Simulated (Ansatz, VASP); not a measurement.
**CuI: VASP beside Ansatz**

```
Cu I
1.0
     4.16206    0.00000    0.00000
     0.00000    4.16206    0.00000
     0.00000    0.00000    6.73974
Cu I
2 2
Direct
  0.50000 0.50000 0.00000
  0.00000 0.00000 0.00000
  0.50000 0.00000 0.23959
  0.00000 0.50000 0.76041
```

Alike in both runs: task single point; functional PBEsol; k mesh 8 × 8 × 4; occupations gaussian, width 0.02 eV; no spin polarisation.

|  | VASP | Ansatz |
| --- | --- | --- |
| version | VASP 6.6.1 | Ansatz 0.2.0 |
| potentials or method | VASP PAW PBE potentials, release 64 (Cu, I), cutoff 520 eV | scalar-relativistic, plane waves, PAW |
| valence electrons in the cell | 36 | 72 |

Ansatz gave:

* gap on the k mesh at the Fermi level (eV): 1.60
* least direct gap on the mesh (eV): 1.60
* pressure (GPa): -1.3
* traceless stress, the component that is largest in VASP (GPa): 0.93
* rms of the force components (eV/Å): 0.000

Task: Which values does VASP return?

Result: gap on the k mesh at the Fermi level (eV): 1.61; least direct gap on the mesh (eV): 1.61; pressure (GPa): -1.2; traceless stress, the component that is largest in VASP (GPa): 0.91; rms of the force components (eV/Å): 0.008.

VASP's potentials were made for PBE, not for PBEsol. Atom by atom the forces differ by 0.008 eV/Å (rms over components). With one functional, cell and mesh, what is left measures potentials, basis and numerics. VASP's potentials hold 36 valence electrons a cell and Ansatz's 72, so a difference there can come from the potentials and not from the codes.

Spin-orbit coupling is off throughout.
